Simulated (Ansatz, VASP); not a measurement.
**Two plane-wave programs on As2Se**

```
As Se
1.0
    -3.47091    3.47091    2.62386
     3.47091   -3.47091    2.62386
     3.47091    3.47091   -2.62386
As Se
4 2
Direct
  0.87500 0.12500 0.75000
  0.37500 0.12500 0.25000
  0.87500 0.62500 0.75000
  0.87500 0.12500 0.25000
  0.50000 0.50000 0.00000
  0.25000 0.75000 0.50000
```

Alike in both runs: functional PBE; dispersion D4; k mesh 8 × 8 × 8; occupations gaussian, width 0.1 eV; no spin polarisation.

Ansatz relaxed the structure, and its values are those at the end. VASP's run is a single point on that final structure, the one shown.

```csv
,VASP,Ansatz
version,VASP 6.6.1,Ansatz 0.2.0
potentials or method,"VASP PAW PBE potentials, release 64 (As, Se), cutoff 520 eV","scalar-relativistic, plane waves, PAW"
valence electrons in the cell,32,92
```

|  | VASP | Ansatz | Ansatz less VASP |
| --- | --- | --- | --- |
| gap on the k mesh at the Fermi level (eV) | none | none | - |
| pressure (GPa) | 0.1 | 0.0 | -0.13 |

A gap of «none» marks a metal or a gap that the smearing closes. VASP's potentials hold 32 valence electrons a cell and Ansatz's 92, so a difference there can come from the potentials and not from the codes.
